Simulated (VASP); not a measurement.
A run of VASP 6.6.1:

INCAR

```
PREC = Accurate ; ENCUT = 520
EDIFF = 1E-6 ; ISMEAR = 0
SIGMA = 0.15 ; LREAL = F
LASPH = T ; NELM = 60
ALGO = Normal ; ISIF = 2
LWAVE = F ; LCHARG = F
GGA = PS ; NBANDS = 16
```

KPOINTS

```
Automatic mesh
0
Gamma
  18 18 18
```

POSCAR

```
AlRu
1.0
    2.9916000000      0.0000000000      0.0000000000
    0.0000000000      2.9916000000      0.0000000000
    0.0000000000      0.0000000000      2.9916000000
Al Ru
1 1
Direct
    0.0000000000      0.0000000000      0.0000000000
    0.5000000000      0.5000000000      0.5000000000
```

Potentials or basis: VASP PAW PBE potentials, release 64 (Al, Ru_pv).

The run is started by

```bash
$ cat potpaw_PBE.64/Al/POTCAR potpaw_PBE.64/Ru_pv/POTCAR > POTCAR
$ mpirun -np 1 vasp_std > vasp.out
```

Hardware: 1 thread of AMD EPYC 9R14 (Zen 4) (shared host).

Problem. How long does it take, and how much memory?

Solution. Wall time 46 s on 1 thread of AMD EPYC 9R14 (Zen 4) (shared host), peak memory 0.18 GiB. Counts: scf iterations 12, k points 220.
